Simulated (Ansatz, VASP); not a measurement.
## Two plane-wave programs on Zr

File INCAR:

```
SYSTEM = Zr
PREC = Accurate
ENCUT = 520
EDIFF = 1E-6
ISMEAR = 0
SIGMA = 0.15
LREAL = .FALSE.
LASPH = .TRUE.
NELM = 60
ALGO = Fast
ISIF = 2
LWAVE = .FALSE.
LCHARG = .FALSE.
GGA = PS
NBANDS = 19
```

KPOINTS

```
Automatic mesh
0
G
  18 18 10
  0 0 0
```

The input POSCAR:

```
Zr
1.0
    3.1350382758      0.0000000000      0.0000000000
   -1.5675191379      2.7150227887      0.0000000000
    0.0000000000      0.0000000000      5.3014100000
Zr
2
Direct
    0.3333333333      0.6666666667      0.2500000000
    0.6666666667      0.3333333333      0.7500000000
```

Input for Ansatz:

```yaml
crystal:
  lattice:
    - [3.1350382758, 0.0, 0.0]
    - [-1.5675191379, 2.7150227887, 0.0]
    - [0.0, 0.0, 5.30141]
  atoms:
    - { symbol: Zr, position: [0.3333333333, 0.6666666667, 0.25] }
    - { symbol: Zr, position: [0.6666666667, 0.3333333333, 0.75] }
basis:
  ecutwfc: 420
kpoints:
  mp_grid: { grid: [18, 18, 10] }
hamiltonian:
  xc: pbesol
scf:
  occupations: { method: gaussian, width: 0.15 }
output:
  forces: true
  stress: true
  eigenvalues: true
```

Change from the starting cell: strain -0.030 along x and y, +0.030 along z, atoms carried along.

Alike in both runs: task single point; functional PBEsol; k mesh 18 × 18 × 10; occupations gaussian, width 0.15 eV; no spin polarisation.

|  | VASP | Ansatz |
| --- | --- | --- |
| version | VASP 6.6.1 | Ansatz 0.2.0 |
| potentials or method | VASP PAW PBE potentials, release 64 (Zr_sv), cutoff 520 eV | scalar-relativistic, plane waves, PAW |
| valence electrons in the cell | 24 | 24 |

Ansatz gave:

```
gap on the k mesh at the Fermi level (eV)                     : none
pressure (GPa)                                                : -0.8
traceless stress, the component that is largest in VASP (GPa) : -2.61
```

**Question.** What did VASP give for the same quantities?

**Answer.** gap on the k mesh at the Fermi level (eV): none; pressure (GPa): -0.7; traceless stress, the component that is largest in VASP (GPa): -2.63.

VASP's potentials were made for PBE, not for PBEsol. A gap of «none» marks a metal or a gap that the smearing closes.
